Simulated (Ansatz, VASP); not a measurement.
**Sr3Mn: VASP beside Ansatz**

```xyz
4
Lattice="5.7164 0.0000 0.0000 0.0000 5.7164 0.0000 0.0000 0.0000 5.7164" Properties=species:S:1:pos:R:3 pbc="T T T"
Sr    2.8582    0.0000    2.8582
Sr    2.8582    2.8582    0.0000
Sr    0.0000    2.8582    2.8582
Mn    0.0000    0.0000    0.0000
```

Alike in both runs: task single point; functional PBEsol; k mesh 4 × 4 × 4; occupations gaussian, width 0.1 eV; collinear spin.

|  | VASP | Ansatz |
| --- | --- | --- |
| version | VASP 6.6.1 | Ansatz 0.2.0 |
| potentials or method | VASP PAW PBE potentials, release 64 (Sr_sv, Mn_pv), cutoff 520 eV | scalar-relativistic, plane waves, PAW |
| valence electrons in the cell | 43 | 45 |

Ansatz gave:

* gap on the k mesh at the Fermi level (eV): none
* pressure (GPa): -2.1
* net moment per atom (μB): 1.15
* size of the moment on the site where the two differ most (μB): 4.70

Question: Estimate VASP's values.

Answer: gap on the k mesh at the Fermi level (eV): none; pressure (GPa): -2.1; net moment per atom (μB): 1.14; size of the moment on the site where the two differ most (μB): 4.29.

VASP's potentials were made for PBE, not for PBEsol. Site moments also hang on the region over which each program counts them. A gap of «none» marks a metal or a gap that the smearing closes. VASP's potentials hold 43 valence electrons a cell and Ansatz's 45, so a difference there can come from the potentials and not from the codes.
